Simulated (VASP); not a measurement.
# ZnS (F-43m) in VASP: notebook

ZnS is run at these levels: revPBE, BLYP+D3(BJ); tasks: single point.

Program: VASP 6.6.1. These are calculated values, not measurements. Logs are shortened: lines on timing, memory, paths and dates and some standing lists are left out, and cuts for length are marked.

**Experimental background.**

From “Electronic, vibrational, and thermodynamic properties of ZnS (zincblende and rocksalt structure)”, 2009, arxiv:0911.5022, for a bulk crystal of ZnS at 19 K: band gap 3.85 eV (direct).

The results are compared with them further down.

### 1 The cell of the first run

Symmetry: F-43m, No. 216, cubic system. The conventional cell has a = 5.475 Å, b = 5.475 Å, c = 5.475 Å, α = 90.00°, β = 90.00°, γ = 90.00°. Zn (site symmetry -43m) has 4 S at 2.37 Å within 3.1 Å. S (site symmetry -43m) has 4 Zn at 2.37 Å within 3.1 Å.

### 2 Single point, revPBE

Contents of INCAR:

```
PREC = Accurate
ENCUT = 520
EDIFF = 1E-6
ISMEAR = -1
SIGMA = 0.05
LREAL = False
LASPH = True
NELM = 60
ALGO = Normal
ISIF = 2
LWAVE = False
LCHARG = True
GGA = RE
LELF = True
LVHAR = True
NBANDS = 16
```

Contents of KPOINTS:

```
Automatic mesh
0
Gamma
  9 9 9
```

Contents of POSCAR:

```
ZnS
1.0
    0.0000000000      2.7375567091      2.7375567091
    2.7375567091      0.0000000000      2.7375567091
    2.7375567091      2.7375567091      0.0000000000
Zn S
1 1
Direct
    0.7500000000      0.7500000000      0.7500000000
    0.0000000000      0.0000000000      0.0000000000
```

Potentials or basis: VASP PAW PBE potentials, release 64 (Zn, S).

Run with:

```sh
cat potpaw_PBE.64/Zn/POTCAR potpaw_PBE.64/S/POTCAR > POTCAR
mpirun -np 1 vasp_std > vasp.out
```

OUTCAR:

```text
PREC = Accurate
   ENCUT = 520
   EDIFF = 1E-6
   ISMEAR = -1
   LREAL = False
   LASPH = True
   NELM = 60
   ISIF = 2
   GGA = RE

 ion  position               nearest neighbor table
   1  0.750  0.750  0.750-   2 2.37   2 2.37   2 2.37   2 2.37
   2  0.000  0.000  0.000-   1 2.37   1 2.37   1 2.37   1 2.37

  LATTYP: Found a face centered cubic cell.
 ALAT       =     5.4751134182

  Lattice vectors:

 A1 = (   0.0000000000,   2.7375567091,   2.7375567091)
 A2 = (   2.7375567091,   0.0000000000,   2.7375567091)
 A3 = (   2.7375567091,   2.7375567091,   0.0000000000)

Analysis of symmetry for initial positions (statically):
=====================================================================
 Subroutine PRICEL returns:
 Original cell was already a primitive cell.

 Routine SETGRP: Setting up the symmetry group for a
 face centered cubic supercell.

 Subroutine GETGRP returns: Found 24 space group operations
 (whereof 24 operations were pure point group operations)
 out of a pool of 48 trial point group operations.

The static configuration has the point symmetry T_d .

Analysis of symmetry for dynamics (positions and initial velocities):
=====================================================================
 Subroutine PRICEL returns:
 Original cell was already a primitive cell.

 Routine SETGRP: Setting up the symmetry group for a
 face centered cubic supercell.

 Subroutine GETGRP returns: Found 24 space group operations
 (whereof 24 operations were pure point group operations)
 out of a pool of 48 trial point group operations.

The dynamic configuration has the point symmetry T_d .

 Subroutine INISYM returns: Found 24 space group operations
 (whereof 24 operations are pure point group operations),
 and found     1 'primitive' translations

----------------------------------------------------------------------------------------

                                     Primitive cell

  volume of cell :      41.0317

  direct lattice vectors                    reciprocal lattice vectors
     0.000000000  2.737556709  2.737556709    -0.182644618  0.182644618  0.182644618
     2.737556709  0.000000000  2.737556709     0.182644618 -0.182644618  0.182644618
     2.737556709  2.737556709  0.000000000     0.182644618  0.182644618 -0.182644618

  length of vectors
     3.871489826  3.871489826  3.871489826     0.316349758  0.316349758  0.316349758

  position of ions in fractional coordinates (direct lattice)
     0.750000000  0.750000000  0.750000000
     0.000000000  0.000000000  0.000000000

  ion indices of the primitive-cell ions
   primitive index   ion index
                 1           1
                 2           2

----------------------------------------------------------------------------------------

 KPOINTS: Automatic mesh

Automatic generation of k-mesh.
 Grid dimensions read from file:
 generate k-points for:    9    9    9

 Generating k-lattice:

  Cartesian coordinates                     Fractional coordinates (reciprocal lattice)
    -0.020293846  0.020293846  0.020293846     0.111111111  0.000000000  0.000000000
     0.020293846 -0.020293846  0.020293846     0.000000000  0.111111111  0.000000000
     0.020293846  0.020293846 -0.020293846     0.000000000  0.000000000  0.111111111

  Length of vectors
     0.035149973  0.035149973  0.035149973

  Shift w.r.t. Gamma in fractional coordinates (k-lattice)
     0.000000000  0.000000000  0.000000000

 Subroutine IBZKPT returns following result:
 ===========================================

 Found     35 irreducible k-points:

 Following reciprocal coordinates:
            Coordinates               Weight
  0.000000  0.000000  0.000000      1.000000
  0.111111  0.000000  0.000000      8.000000
  0.222222  0.000000  0.000000      8.000000
  0.333333  0.000000  0.000000      8.000000
  0.444444  0.000000  0.000000      8.000000
  0.111111  0.111111  0.000000      6.000000
[... 16 lines left out ...]
 -0.333333  0.333333  0.000000     12.000000
  0.444444  0.444444  0.000000      6.000000
 [... further k-points ...]
   k-points           NKPTS =     35   k-points in BZ     NKDIM =     35   number of bands    NBANDS=     16
   number of dos      NEDOS =    301   number of ions     NIONS =      2
   total plane-waves  NPLWV =  27000
   dimension x,y,z NGX =    30 NGY =   30 NGZ =   30
   dimension x,y,z NGXF=    60 NGYF=   60 NGZF=   60
   ions per type =               1   1
   NGX,Y,Z   is equivalent  to a cutoff of  12.88, 12.88, 12.88 a.u.
   NGXF,Y,Z  is equivalent  to a cutoff of  25.76, 25.76, 25.76 a.u.
 SYSTEM =  unknown system
   PREC   = accura    normal or accurate (medium, high low for compatibility)
   ISTART =      0    job   : 0-new  1-cont  2-samecut
   ICHARG =      2    charge: 1-file 2-atom 10-const
   ISPIN  =      1    spin polarized calculation?
   LNONCOLLINEAR =      F non collinear calculations
   LSORBIT =      F    spin-orbit coupling
   LASPH  =      T    aspherical Exc in radial PAW
   ENCUT  =  520.0 eV  38.22 Ry    6.18 a.u.   7.20  7.20  7.20*2*pi/ulx,y,z
   NELM   =     60;   NELMIN=  2; NELMDL= -5     # of ELM steps
   EDIFF  = 0.1E-05   stopping-criterion for ELM
   LREAL  =      F    real-space projection
   EDIFFG = 0.1E-04   stopping-criterion for IOM
   NSW    =      0    number of steps for IOM
   IBRION =     -1    ionic relax: 0-MD 1-quasi-New 2-CG
   NFREE  =      0    steps in history (QN), initial steepest desc. (CG)
   ISIF   =      2    stress and relaxation
   ISYM   =      2    0-nonsym 1-usesym 2-fastsym
   POTIM  = 0.5000    time-step for ionic-motion
   TEBEG  =    0.0;   TEEND  =   0.0 temperature during run
   PSTRESS=    0.0 pullay stress
   NELECT =      18.0000    total number of electrons
   NUPDOWN=      -1.0000    fix difference up-down
   EMIN   =  10.00;   EMAX   =-10.00  energy-range for DOS
   EFERMI =   0.00;   METHOD = LEGACY
   ISMEAR =    -1;   SIGMA  =   0.05  broadening in eV -4-tet -1-fermi 0-gaus
   EFERMI_NEDOS =   21; number of points for ismear=-14 and -15
   IALGO  =     38    algorithm
   IMIX   =      4    mixing-type and parameters
     AMIX     =   0.40;   BMIX     =  1.00
     AMIX_MAG =   1.60;   BMIX_MAG =  1.00
  volume/ion in A,a.u.               =      20.52       138.45
  Fermi-wavevector in a.u.,A,eV,Ry     =   1.243920  2.350668 21.052806  1.547338
  Thomas-Fermi vector in A             =   2.378210
   LORBIT       =      0    0 simple, 1 ext, 2 COOP (PROOUT), +10 PAW based schemes
   GGA     = RE    functional components
   LHFCALC =     F    Hartree Fock is set to
   AEXX    =    0.0000 exact exchange contribution
   IVDW    =     0    specifies the selected vdW correction
   LEPSILON=     F    determine dielectric tensor
   LRPA    =     F    only Hartree local field effects (RPA)
 non-spin polarized calculation
  energy-cutoff  :      520.00
  volume of cell :       41.03
 maximum number of plane-waves:      1125
 NGX is ok and might be reduce to    30
   NGX = 15   NGY = 15   NGZ = 15

 number of electron      18.0000000 magnetization

 Free energy of the ion-electron system (eV)
  ---------------------------------------------------
  ext. energy  EPLUGINS =         0.00000000
  ---------------------------------------------------
  free energy    TOTEN  =        -6.28436973 eV

  energy without entropy =       -6.28436973  energy(sigma->0) =       -6.28436973

 E-fermi :   2.8746     XC(G=0):  -9.2791

 val. band max:        1.8338675685   @ k =   0.0000   0.0000   0.0000
 cond. band min:       3.9022258620   @ k =   0.0000   0.0000   0.0000
 fundamental gap:      2.0683582935
 Fermi energy:         2.8746209028

 k-point     1 :       0.0000    0.0000    0.0000
  band No.  band energies     occupation
      1     -11.0286      2.00000
      2      -4.3238      2.00000
      3      -4.3238      2.00000
      4      -4.3238      2.00000
      5      -3.8675      2.00000
      6      -3.8675      2.00000
[... 8 lines left out ...]
     15      13.5323      0.00000
     16      13.6885      0.00000

 k-point     2 :       0.1111    0.0000    0.0000
  band No.  band energies     occupation
      1     -10.9427      2.00000
      2      -4.3203      2.00000
      3      -4.3083      2.00000
      4      -4.3083      2.00000
      5      -3.8687      2.00000
      6      -3.8687      2.00000
[... 8 lines left out ...]
     15      13.0612      0.00000
     16      14.3602      0.00000

 k-point     3 :       0.2222    0.0000    0.0000
  band No.  band energies     occupation
      1     -10.7117      2.00000
      2      -4.2844      2.00000
      3      -4.2717      2.00000
      4      -4.2717      2.00000
      5      -3.8675      2.00000
      6      -3.8675      2.00000
[... 8 lines left out ...]
     15      12.7349      0.00000
     16      14.2742      0.00000

 k-point     4 :       0.3333    0.0000    0.0000
  band No.  band energies     occupation
      1     -10.4207      2.00000
      2      -4.2369      2.00000
      3      -4.2369      2.00000
      4      -4.1441      2.00000
      5      -3.8565      2.00000
      6      -3.8565      2.00000
[... 8 lines left out ...]
     15      13.3818      0.00000
     16      13.7663      0.00000

 k-point     5 :       0.4444    0.0000    0.0000
  band No.  band energies     occupation
      1     -10.2102      2.00000
      2      -4.2194      2.00000
      3      -4.2193      2.00000
      4      -3.8424      2.00000
      5      -3.8424      2.00000
      6      -3.8162      2.00000
[... 8 lines left out ...]
     15      14.7349      0.00000
     16      14.7349      0.00000

 k-point     6 :       0.1111    0.1111    0.0000
  band No.  band energies     occupation
      1     -10.9140      2.00000
      2      -4.3349      2.00000
      3      -4.2950      2.00000
      4      -4.2950      2.00000
      5      -3.8792      2.00000
      6      -3.8596      2.00000
[... 8 lines left out ...]
     15      13.6888      0.00000
     16      14.6965      0.00000

 k-point     7 :       0.2222    0.1111    0.0000
  band No.  band energies     occupation
      1     -10.7310      2.00000
      2      -4.3262      2.00000
      3      -4.2575      2.00000
      4      -4.2569      2.00000
      5      -3.8865      2.00000
      6      -3.8523      2.00000
[... 8 lines left out ...]
     15      13.6104      0.00000
     16      15.3932      0.00000

 k-point     8 :       0.3333    0.1111    0.0000
  band No.  band energies     occupation
      1     -10.4576      2.00000
      2      -4.2673      2.00000
      3      -4.2184      2.00000
      4      -4.1844      2.00000
      5      -3.8757      2.00000
      6      -3.8428      2.00000
[... 8 lines left out ...]
     15      14.0157      0.00000
     16      14.8259      0.00000

 k-point     9 :       0.4444    0.1111    0.0000
  band No.  band energies     occupation
      1     -10.2149      2.00000
      2      -4.2249      2.00000
      3      -4.1970      2.00000
      4      -3.9749      2.00000
      5      -3.8358      2.00000
      6      -3.8169      2.00000
[... 8 lines left out ...]
     15      14.8147      0.00000
     16      15.0642      0.00000
[... 172 lines left out ...]
 k-point    19 :      -0.2222    0.2222    0.0000
  band No.  band energies     occupation
      1     -10.3182      2.00000
      2      -4.2121      2.00000
      3      -4.2049      2.00000
      4      -4.1326      2.00000
      5      -3.8844      2.00000
      6      -3.8235      2.00000
[... 8 lines left out ...]
     15      15.2877      0.00000
     16      15.9652      0.00000

 k-point    20 :       0.3333    0.3333    0.0000
  band No.  band energies     occupation
      1     -10.2169      2.00000
      2      -4.3395      2.00000
      3      -4.1060      2.00000
      4      -4.1060      2.00000
      5      -3.8714      2.00000
      6      -3.8166      2.00000
[... 8 lines left out ...]
     15      14.7877      0.00000
     16      18.7426      0.00000

 k-point    21 :       0.4444    0.3333    0.0000
  band No.  band energies     occupation
      1     -10.0393      2.00000
      2      -4.2971      2.00000
      3      -4.0677      2.00000
      4      -4.0532      2.00000
      5      -3.8124      2.00000
      6      -3.7784      2.00000
[... 8 lines left out ...]
     15      15.3755      0.00000
     16      16.9349      0.00000

 k-point    22 :      -0.4444    0.3333    0.0000
  band No.  band energies     occupation
      1      -9.9374      2.00000
      2      -4.2393      2.00000
      3      -4.0661      2.00000
      4      -3.9844      2.00000
      5      -3.8274      2.00000
      6      -3.6025      2.00000
[... 8 lines left out ...]
     15      14.7679      0.00000
     16      16.8357      0.00000

 k-point    23 :      -0.3333    0.3333    0.0000
  band No.  band energies     occupation
      1      -9.9663      2.00000
      2      -4.2119      2.00000
      3      -4.1014      2.00000
      4      -3.9177      2.00000
      5      -3.8532      2.00000
      6      -3.6028      2.00000
[... 8 lines left out ...]
     15      13.4906      0.00000
     16      18.1406      0.00000

 k-point    24 :       0.4444    0.4444    0.0000
  band No.  band energies     occupation
      1      -9.9354      2.00000
      2      -4.3176      2.00000
      3      -4.0223      2.00000
      4      -4.0223      2.00000
      5      -3.8017      2.00000
      6      -3.7156      2.00000
[... 8 lines left out ...]
     15      15.3569      0.00000
     16      16.7169      0.00000

 [... further k-points ...]
[... 5 lines left out ...]
  --------------------------------------------------------------------------------------
  -------------------------------------------------------------------------------------
  Total        0.1884579      0.1884579      0.1884579      0.0000000     -0.0000000      0.0000000
  in kB        7.3587749      7.3587749      7.3587749      0.0000000     -0.0000000      0.0000000
  external PRESSURE =       7.3587749 kB  Pullay stress =       0.0000000 kB

 VOLUME and BASIS-vectors are now :
 -----------------------------------------------------------------------------
  energy-cutoff  :      520.00
  volume of cell :       41.03
      direct lattice vectors                 reciprocal lattice vectors
     0.000000000  2.737556709  2.737556709    -0.182644618  0.182644618  0.182644618
     2.737556709  0.000000000  2.737556709     0.182644618 -0.182644618  0.182644618
     2.737556709  2.737556709  0.000000000     0.182644618  0.182644618 -0.182644618

 POSITION                                       TOTAL-FORCE (eV/Angst)
 -----------------------------------------------------------------------------------
      4.10634      4.10634      4.10634         0.000000      0.000000      0.000000
      0.00000      0.00000      0.00000        -0.000000     -0.000000     -0.000000
 -----------------------------------------------------------------------------------
    total drift:                                0.000000      0.000000     -0.000000

  FREE ENERGIE OF THE ION-ELECTRON SYSTEM (eV)
  ---------------------------------------------------
  free  energy   TOTEN  =        -6.2843697266 eV

  energy  without entropy=       -6.2843697266  energy(sigma->0) =       -6.28436973
```

Run time: 13 s. Hardware: 1 thread of AMD EPYC 9R45 (Zen 5), shared host; peak memory 0.14 GiB.

Results:

| Quantity | Value |
| --- | --- |
| Free energy | -6.2844 eV |
| Pressure | 0.7 GPa |
| Band gap on the k mesh | 2.07 eV, direct |

Caveat: the PAW data sets were made with another functional, which shifts forces and pressure a little.

(Part 1 of 2 ends here.)
